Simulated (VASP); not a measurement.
**C: single point with HSE06**

C:

```xyz
2
Lattice="2.1273 -1.2283 0.0000 2.1273 1.2283 0.0000 -1.3791 0.0000 3.5028" Properties=species:S:1:pos:R:3 pbc="T T T"
C    -0.6699    0.0000    3.5025
C     3.5455    0.0000    0.0003
```

```json
{"Program": "VASP 6.6.1", "Task": "single point", "Functional": "HSE06", "Potentials or basis": "VASP PAW PBE potentials, release 64 (C)", "Cutoff": "520 eV", "k mesh": "8 × 8 × 4", "Occupations": "fermi-dirac, width 0.05 eV", "Spin": "no spin polarisation", "Dipole correction": "no", "Grid for exact exchange (PRECFOCK)": "Normal", "Further INCAR settings": "ALGO = Normal; EDIFF = 1e-07; NBANDS = 11", "Screening parameter": "0.2079 1/Å"}
```

The pressure is -1.3 GPa, the largest force is 0.008 eV/Å and the band gap on the k mesh is 2.07 eV, direct.

Forces on the atoms (eV/Å):
```
C   -0.004  0.000  0.006
C    0.004  0.000 -0.006
```

Stress tensor (GPa, compression positive):
```
-2.68  0.00 -0.04
 0.00 -2.73  0.00
-0.04  0.00  1.56
```

Levels at points of the mesh, in eV from the valence-band top:
```
           k point  band 1  band 2  band 3  band 4  band 5  band 6  band 7  band 8
(0.00, 0.00, 0.00)  -21.28   -7.05   -3.01   -3.01    5.22   10.32   10.32   14.12
(0.50, 0.00, 0.00)  -15.47  -14.23   -6.69   -1.60    3.39    9.41   13.28   13.75
(0.50, 0.50, 0.00)  -15.39  -14.17   -6.73   -2.21    2.74    9.09   14.76   16.11
(0.00, 0.00, 0.50)  -21.05   -8.76   -3.02   -3.02   10.28   10.28   11.22   14.29
(0.50, 0.00, 0.50)  -15.39  -14.17   -6.73   -2.25    2.68    9.10   14.87   16.35
(0.50, 0.50, 0.50)  -15.47  -14.23   -6.70   -1.65    3.33    9.41   13.39   13.91
```

Run time: 12 min on 1 thread of AMD EPYC 9R45 96-Core Processor (Zen 5), with other jobs on the host, peak memory 0.2 GiB.

Caveat: the k points lie up to 0.45 Å⁻¹ apart; the PAW data sets were made with another functional, which shifts forces and pressure a little; this functional lacks dispersion, which binds the layers, so the pressure and a relaxed spacing across them are unreliable. A k mesh can miss the band edges.
